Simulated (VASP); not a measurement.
# Rb (I4/mmm) in VASP: equation of state with PBEsol

Aim: the equation of state of Rb with PBEsol.

Everything below comes from runs of VASP 6.6.1. Logs are shortened: lines on timing, memory, paths and dates and some standing lists are left out, and cuts for length are marked.

## Step 1: The cell of the first run

Symmetry: I4/mmm, No. 139, tetragonal system. Conventional cell: a = 5.909 Å, b = 5.909 Å, c = 5.462 Å, α = 90.00°, β = 90.00°, γ = 90.00°.

## Step 2: Equation of state, PBEsol

POSCAR.step1 reads:

```
Rb
1.0
   -2.8630759485      2.8630759485      2.6463312943
    2.8630759485     -2.8630759485      2.6463312943
    2.8630759485      2.8630759485     -2.6463312943
Rb
1
Direct
    0.0000000000      0.0000000000      0.0000000000
```

POSCAR.step2 reads:

```
Rb
1.0
   -2.8941987776      2.8941987776      2.6750980186
    2.8941987776     -2.8941987776      2.6750980186
    2.8941987776      2.8941987776     -2.6750980186
Rb
1
Direct
    0.0000000000      0.0000000000      0.0000000000
```

POSCAR.step3 reads:

```
Rb
1.0
   -2.9246662668      2.9246662668      2.7032590145
    2.9246662668     -2.9246662668      2.7032590145
    2.9246662668      2.9246662668     -2.7032590145
Rb
1
Direct
    0.0000000000      0.0000000000      0.0000000000
```

POSCAR.step4 reads:

```
Rb
1.0
   -2.9545118615      2.9545118615      2.7308451955
    2.9545118615     -2.9545118615      2.7308451955
    2.9545118615      2.9545118615     -2.7308451955
Rb
1
Direct
    0.0000000000      0.0000000000      0.0000000000
```

POSCAR.step5 reads:

```
Rb
1.0
   -2.9837663567      2.9837663567      2.7578850253
    2.9837663567     -2.9837663567      2.7578850253
    2.9837663567      2.9837663567     -2.7578850253
Rb
1
Direct
    0.0000000000      0.0000000000      0.0000000000
```

POSCAR.step6 reads:

```
Rb
1.0
   -3.0124581780      3.0124581780      2.7844047774
    3.0124581780     -3.0124581780      2.7844047774
    3.0124581780      3.0124581780     -2.7844047774
Rb
1
Direct
    0.0000000000      0.0000000000      0.0000000000
```

POSCAR.step7 reads:

```
Rb
1.0
   -3.0406136247      3.0406136247      2.8104287603
    3.0406136247     -3.0406136247      2.8104287603
    3.0406136247      3.0406136247     -2.8104287603
Rb
1
Direct
    0.0000000000      0.0000000000      0.0000000000
```

INCAR reads:

```
GGA = PS
ISMEAR = 1
SIGMA = 0.1
LWAVE = False
LCHARG = False
ISIF = 2
NSW = 0
ENCUT = 450
PREC = Accurate
LASPH = True
LREAL = False
ALGO = Normal
EDIFF = 1E-7
NELM = 120
GGA_COMPAT = False
```

KPOINTS reads:

```
k-points
0
Gamma
  8 8 8
```

Potentials or basis: VASP PAW PBE potentials, release 64 (Rb_sv_GW).

On the command line:

```bash
$ cat potpaw_PBE.64/Rb_sv_GW/POTCAR > POTCAR
$ cp POSCAR.step1 POSCAR
$ mpirun -np 1 vasp_std > vasp.out
$ cp POSCAR.step2 POSCAR
$ mpirun -np 1 vasp_std > vasp.out
$ cp POSCAR.step3 POSCAR
$ mpirun -np 1 vasp_std > vasp.out
$ cp POSCAR.step4 POSCAR
$ mpirun -np 1 vasp_std > vasp.out
$ cp POSCAR.step5 POSCAR
$ mpirun -np 1 vasp_std > vasp.out
$ cp POSCAR.step6 POSCAR
$ mpirun -np 1 vasp_std > vasp.out
$ cp POSCAR.step7 POSCAR
$ mpirun -np 1 vasp_std > vasp.out
```

OUTCAR:

```text
GGA = PS
   ISMEAR = 1
   ISIF = 2
   NSW = 0
   ENCUT = 450
   PREC = Accurate
   LASPH = True
   LREAL = False
   EDIFF = 1E-7
   NELM = 120

 Found     59 irreducible k-points:

 Following reciprocal coordinates:
            Coordinates               Weight
  0.000000  0.000000  0.000000      1.000000
  0.125000  0.000000  0.000000      8.000000
  0.250000  0.000000  0.000000      8.000000
  0.375000  0.000000 -0.000000      8.000000
  0.500000  0.000000  0.000000      4.000000
  0.125000  0.125000  0.000000      8.000000
   k-points           NKPTS =     59   k-points in BZ     NKDIM =     59   number of bands    NBANDS=      8
   number of dos      NEDOS =    301   number of ions     NIONS =      1
   total plane-waves  NPLWV =  46656
   dimension x,y,z NGX =    36 NGY =   36 NGZ =   36
   dimension x,y,z NGXF=    72 NGYF=   72 NGZF=   72
   ions per type =               1
   NGX,Y,Z   is equivalent  to a cutoff of  11.65, 11.65, 11.65 a.u.
   NGXF,Y,Z  is equivalent  to a cutoff of  23.30, 23.30, 23.30 a.u.
 SYSTEM =  unknown system
   PREC   = accura    normal or accurate (medium, high low for compatibility)
   ISTART =      0    job   : 0-new  1-cont  2-samecut
   ICHARG =      2    charge: 1-file 2-atom 10-const
   ISPIN  =      1    spin polarized calculation?
   LNONCOLLINEAR =      F non collinear calculations
   LSORBIT =      F    spin-orbit coupling
   LASPH  =      T    aspherical Exc in radial PAW
   ENCUT  =  450.0 eV  33.07 Ry    5.75 a.u.   8.89  8.89  8.89*2*pi/ulx,y,z
   NELM   =    120;   NELMIN=  2; NELMDL=  0     # of ELM steps
   EDIFF  = 0.1E-06   stopping-criterion for ELM
   LREAL  =      F    real-space projection
   EDIFFG = 0.1E-05   stopping-criterion for IOM
   NSW    =      0    number of steps for IOM
   IBRION =     -1    ionic relax: 0-MD 1-quasi-New 2-CG
   NFREE  =      0    steps in history (QN), initial steepest desc. (CG)
   ISIF   =      2    stress and relaxation
   ISYM   =      2    0-nonsym 1-usesym 2-fastsym
   POTIM  = 0.5000    time-step for ionic-motion
   TEBEG  =    0.0;   TEEND  =   0.0 temperature during run

   SCALEE = 1.0000    scale energy and forces
   PSTRESS=    0.0 pullay stress
   NELECT =       9.0000    total number of electrons
   NUPDOWN=      -1.0000    fix difference up-down
   EMIN   =  10.00;   EMAX   =-10.00  energy-range for DOS
   EFERMI =   0.00;   METHOD = LEGACY
   ISMEAR =     1;   SIGMA  =   0.10  broadening in eV -4-tet -1-fermi 0-gaus
   EFERMI_NEDOS =   21; number of points for ismear=-14 and -15
   IALGO  =     38    algorithm
   IMIX   =      4    mixing-type and parameters
     AMIX     =   0.40;   BMIX     =  1.00
     AMIX_MAG =   1.60;   BMIX_MAG =  1.00
  volume/ion in A,a.u.               =     103.93       701.38
  Fermi-wavevector in a.u.,A,eV,Ry     =   0.724276  1.368683  7.137282  0.524575
  Thomas-Fermi vector in A             =   1.814704
   LORBIT       =      0    0 simple, 1 ext, 2 COOP (PROOUT), +10 PAW based schemes
   GGA     = PS    functional components
   LHFCALC =     F    Hartree Fock is set to
   AEXX    =    0.0000 exact exchange contribution
   IVDW    =     0    specifies the selected vdW correction
   LEPSILON=     F    determine dielectric tensor
   LRPA    =     F    only Hartree local field effects (RPA)

   CSHIFT  =0.1000    complex shift for real part using Kramers Kronig

   OMEGAMAX=  -1.0    maximum frequency
 non-spin polarized calculation
 Methfessel and Paxton  Order N= 1 SIGMA  =   0.10
  energy-cutoff  :      450.00
  volume of cell :      103.93
 maximum number of plane-waves:      2278
   NGX = 17   NGY = 17   NGZ = 17

 number of electron       9.0000002 magnetization

 Free energy of the ion-electron system (eV)
  ---------------------------------------------------
  ext. energy  EPLUGINS =         0.00000000
  ---------------------------------------------------
  free energy    TOTEN  =        -3.20339002 eV

  energy without entropy =       -3.20263338  energy(sigma->0) =       -3.20313781

 E-fermi :   0.1666     XC(G=0):  -5.2014

 val. band max:        0.1590824224   @ k =   0.5000   0.3750  -0.0000
 cond. band min:       0.1771245267   @ k =  -0.3750   0.3750   0.2500
 fundamental gap:      0.0180421043
 Fermi energy:         0.1666264695

 k-point     1 :       0.0000    0.0000    0.0000
  band No.  band energies     occupation
      1     -28.7767      2.00000
      2     -12.8344      2.00000
      3     -12.8344      2.00000
      4     -12.8332      2.00000
      5      -1.6423      2.00000
      6       3.4781      0.00000
      7       3.8602      0.00000
      8       3.8602      0.00000

 k-point     2 :       0.1250    0.0000    0.0000
  band No.  band energies     occupation
      1     -28.7764      2.00000
      2     -12.8426      2.00000
      3     -12.8375      2.00000
      4     -12.8341      2.00000
      5      -1.4740      2.00000
      6       3.3717      0.00000
      7       3.5105      0.00000
      8       3.8565      0.00000

 k-point     3 :       0.2500    0.0000    0.0000
  band No.  band energies     occupation
      1     -28.7756      2.00000
      2     -12.8639      2.00000
      3     -12.8450      2.00000
      4     -12.8348      2.00000
      5      -0.9885      2.00000
      6       2.6241      0.00000
      7       3.0017      0.00000
      8       4.2019      0.00000

 k-point     4 :       0.3750    0.0000   -0.0000
  band No.  band energies     occupation
      1     -28.7748      2.00000
      2     -12.8848      2.00000
      3     -12.8526      2.00000
      4     -12.8355      2.00000
      5      -0.2481      2.00000
      6       1.6859     -0.00000
      7       2.7018      0.00000
      8       4.3635      0.00000

 k-point     5 :       0.5000    0.0000    0.0000
  band No.  band energies     occupation
      1     -28.7745      2.00000
      2     -12.8934      2.00000
      3     -12.8556      2.00000
      4     -12.8358      2.00000
      5       0.4745     -0.00012
      6       0.9179     -0.00000
      7       2.5945      0.00000
      8       4.1712      0.00000

 k-point     6 :       0.1250    0.1250    0.0000
  band No.  band energies     occupation
      1     -28.7758      2.00000
      2     -12.8580      2.00000
      3     -12.8405      2.00000
      4     -12.8374      2.00000
      5      -1.1339      2.00000
      6       2.9797      0.00000
      7       3.0150      0.00000
      8       3.9781      0.00000

 [... further k-points ...]

------------------------ aborting loop because EDIFF is reached ----------------------------------------

  FORCE on cell =-STRESS in cart. coord.  units (eV):
  Direction    XX          YY          ZZ          XY          YZ          ZX
  --------------------------------------------------------------------------------------
  -------------------------------------------------------------------------------------
  Total       -0.2550442     -0.2550442     -0.2621781      0.0000000     -0.0000000      0.0000000
  in kB       -3.9316143     -3.9316143     -4.0415878      0.0000000     -0.0000000      0.0000000
  external PRESSURE =      -3.9682721 kB  Pullay stress =       0.0000000 kB

 VOLUME and BASIS-vectors are now :
 -----------------------------------------------------------------------------
  energy-cutoff  :      450.00
  volume of cell :      103.93
      direct lattice vectors                 reciprocal lattice vectors
    -3.040613625  3.040613625  2.810428760     0.000000000  0.164440492  0.177908797
     3.040613625 -3.040613625  2.810428760     0.164440492  0.000000000  0.177908797
     3.040613625  3.040613625 -2.810428760     0.164440492  0.164440492  0.000000000

 POSITION                                       TOTAL-FORCE (eV/Angst)
 -----------------------------------------------------------------------------------
      0.00000      0.00000      0.00000         0.000000      0.000000      0.000000
 -----------------------------------------------------------------------------------
    total drift:                               -0.000000      0.000000      0.000000

  FREE ENERGIE OF THE ION-ELECTRON SYSTEM (eV)
  ---------------------------------------------------
  free  energy   TOTEN  =        -3.2033900203 eV

  energy  without entropy=       -3.2026333783  energy(sigma->0) =       -3.20313781
```

OUTCAR.step2:

```text
GGA = PS
   ISMEAR = 1
   ISIF = 2
   NSW = 0
   ENCUT = 450
   PREC = Accurate
   LASPH = True
[... 182 lines left out ...]
 -----------------------------------------------------------------------------------
      0.00000      0.00000      0.00000         0.000000      0.000000      0.000000
 -----------------------------------------------------------------------------------
    total drift:                               -0.000000      0.000000      0.000000

  FREE ENERGIE OF THE ION-ELECTRON SYSTEM (eV)
  ---------------------------------------------------
  free  energy   TOTEN  =        -3.2258870443 eV

  energy  without entropy=       -3.2251326544  energy(sigma->0) =       -3.22563558
```

It took 2.6 min on 1 thread of Intel Xeon 6975P-C (Granite Rapids), shared host; peak memory 0.23 GiB.

What came out:

```
Equilibrium volume                        : 86.80 Å³/atom (rough: see the caveat)
Bulk modulus at fixed shape and positions : 3.0 GPa (rough)
```

Energy against volume, from the lowest point:
| volume (Å³/atom) | energy (meV/atom) |
| --- | --- |
| 86.770 | 0.00 |
| 89.631 | 0.80 |
| 92.491 | 3.11 |
| 95.352 | 6.68 |
| 98.212 | 11.33 |
| 101.073 | 16.92 |
| 103.933 | 23.30 |

Caveat: the cell was scaled at fixed shape and fractional positions, which overstates the stiffness of a crystal with free parameters, most of all of layers and chains; the PAW data sets were made with another functional, which shifts forces and pressure a little; the fit is rough or its minimum lies at the end of the range.
